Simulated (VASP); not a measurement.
Here is a VASP 6.6.1 calculation.

INCAR

```
PREC = Accurate
ENCUT = 520
EDIFF = 1E-6
ISMEAR = 0
SIGMA = 0.02
LREAL = Auto
LASPH = True
NELM = 60
ALGO = Normal
ISIF = 2
LWAVE = False
LCHARG = True
GGA = CA
LELF = True
LVHAR = True
NBANDS = 82
```

The input KPOINTS:

```
Automatic mesh
0
Gamma
  6 4 4
```

File POSCAR:

```
SiO2
1.0
    4.6865351744      0.0000000000      0.0000000000
    0.0000000000      8.0587566393      0.0000000000
    0.0000000000      0.0000000000      8.5176354822
Si O
8 16
Direct
    0.1428638722      0.0629215329      0.1593281628
    0.1428638722      0.4370784671      0.6593281628
    0.6428638722      0.5629215329      0.8406718372
    0.3571361278      0.4370784671      0.1593281628
    0.8571361278      0.5629215329      0.3406718372
    0.8571361278      0.9370784671      0.8406718372
    0.6428638722      0.9370784671      0.3406718372
    0.3571361278      0.0629215329      0.6593281628
    0.5901253333      0.0554953569      0.7989284031
    0.5901253333      0.4445046431      0.2989284031
    0.4098746667      0.5554953569      0.7010715969
    0.2500000000      0.2500000000      0.6395423651
    0.0901253333      0.5554953569      0.2010715969
    0.4098746667      0.9445046431      0.2010715969
    0.9098746667      0.0554953569      0.2989284031
    0.0000000000      0.5000000000      0.5000000000
    0.7500000000      0.7500000000      0.3604576349
    0.7500000000      0.7500000000      0.8604576349
    0.9098746667      0.4445046431      0.7989284031
    0.5000000000      0.5000000000      0.0000000000
    0.2500000000      0.2500000000      0.1395423651
    0.0901253333      0.9445046431      0.7010715969
    0.0000000000      0.0000000000      0.0000000000
    0.5000000000      0.0000000000      0.5000000000
```

Potentials or basis: VASP PAW LDA potentials, release 64 (Si, O).

Launch:

```sh
$ cat potpaw_LDA.64/Si/POTCAR potpaw_LDA.64/O/POTCAR > POTCAR
$ mpirun -np 1 vasp_std > vasp.out
```

Estimate the band gap on the k mesh.

5.55 eV.

Estimate the largest force.

0.043 eV/Å.

Estimate the pressure.

0.6 GPa.

Forces on the atoms (eV/Å):
```
Si   0.003  0.019 -0.039
Si   0.003 -0.019 -0.039
Si   0.003  0.019  0.039
Si  -0.003 -0.019 -0.039
Si  -0.003  0.019  0.039
Si  -0.003 -0.019  0.039
Si   0.003 -0.019  0.039
Si  -0.003  0.019 -0.039
O   -0.007  0.027  0.029
O   -0.007 -0.027  0.029
O    0.007  0.027 -0.029
O    0.000  0.000 -0.004
O   -0.007  0.027 -0.029
O    0.007 -0.027 -0.029
O    0.007  0.027  0.029
O    0.000  0.000  0.000
O    0.000  0.000  0.004
O    0.000  0.000  0.004
O    0.007 -0.027  0.029
O    0.000  0.000  0.000
O    0.000  0.000 -0.004
O   -0.007 -0.027 -0.029
O    0.000  0.000  0.000
O    0.000  0.000  0.000
```

A k mesh can miss the band edges.
